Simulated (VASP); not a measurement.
NbAs (CsCl type):

```
Nb As
1.0
     3.01596    0.00000    0.00000
     0.00000    3.01596    0.00000
     0.00000    0.00000    3.01596
Nb As
1 1
Cartesian
  0.0000 0.0000 0.0000
  1.5080 1.5080 1.5080
```

```yaml
Program: VASP 6.6.1
Task: relaxation of cell and atoms
Functional: PBEsol
Potentials_or_basis: VASP PAW PBE potentials, release 64 (Nb_sv, As)
Cutoff: 500 eV
k_mesh: 13 × 13 × 13
Occupations: fermi-dirac, width 0.1 eV
Spin: no spin polarisation
```

At the start: pressure 41.7 GPa; volume 13.72 Å³/atom.

**Question.** How do energy, volume and symmetry change on relaxing?

**Answer.** Over 5 steps the energy falls by 268.4 meV/atom and the volume is 16.10 Å³/atom (+17.3 %); space group Pm-3m (No. 221, to 0.05 Å).

The path:
```
step  energy change (eV)  largest force (eV/Å)  pressure (GPa)  volume (Å³)
   1              0.0000                0.0000           41.69        27.43
   2              0.8930                0.0000          -28.44        44.18
   3             -0.5321                0.0000           -2.84        32.71
   4             -0.5366                0.0000           -0.57        32.29
   5             -0.5368                0.0000            0.01        32.19
```

Final structure:
```cif
data_structure
_symmetry_space_group_name_H-M 'P 1'
_symmetry_Int_Tables_number 1
_cell_length_a 3.1811
_cell_length_b 3.1811
_cell_length_c 3.1811
_cell_angle_alpha 90.000
_cell_angle_beta 90.000
_cell_angle_gamma 90.000
_cell_volume 32.19
loop_
_atom_site_label
_atom_site_type_symbol
_atom_site_fract_x
_atom_site_fract_y
_atom_site_fract_z
_atom_site_occupancy
Nb1 Nb 0.00000 0.00000 0.00000 1
As1 As 0.50000 0.50000 0.50000 1
```

Caveat: the volume moved by over 15 % at a fixed basis, so the end points are rough; the PAW data sets were made with another functional, which shifts forces and pressure a little.
